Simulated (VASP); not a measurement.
A run of VASP 6.6.1:

INCAR

```
ALGO     = Normal         # electronic algorithm
EDIFF    = 1E-6           # SCF threshold, eV
ENCUT    = 520            # plane-wave cutoff, eV
GGA      = PE             # functional
ISIF     = 2              # what is computed and relaxed
ISMEAR   = -1             # smearing method
LASPH    = T              # aspherical terms in the spheres
LCHARG   = F              # write CHGCAR
LREAL    = F              # projectors in reciprocal space
LWAVE    = F              # write WAVECAR
NBANDS   = 24             # bands
NELM     = 100            # most SCF steps
PREC     = Accurate       # precision mode
SIGMA    = 0.02           # smearing width, eV
```

The input KPOINTS:

```
k-points
0
Gamma
  6 6 4
```

POSCAR

```
KScS2
1.0
    3.9685987294      0.0000000000      0.0000000000
    0.0000000000      3.9685987294      0.0000000000
    0.0000000000      0.0000000000      5.3701930461
K S Sc
1 2 1
Direct
    0.0000000000      0.0000000000      0.0000000000
    0.0000000000      0.0000000000      0.5000000000
    0.5000000000      0.5000000000      0.0000000000
    0.5000000000      0.5000000000      0.5000000000
```

Potentials or basis: VASP PAW PBE potentials, release 64 (K_sv, S, Sc_sv).

Run with:

```bash
$ cat potpaw_PBE.64/K_sv/POTCAR potpaw_PBE.64/S/POTCAR potpaw_PBE.64/Sc_sv/POTCAR > POTCAR
$ mpirun -np 1 vasp_std > vasp.out
```

Hardware: 1 thread of Intel(R) Xeon(R) Platinum 8375C CPU @ 2.90GHz (Ice Lake), on a shared host.

Problem. Estimate the wall time of this run.

Solution. Run time: 80 s on 1 thread of Intel(R) Xeon(R) Platinum 8375C CPU @ 2.90GHz (Ice Lake), with other jobs on the host, peak memory 0.21 GiB. Counts: scf iterations 17, k points 30.
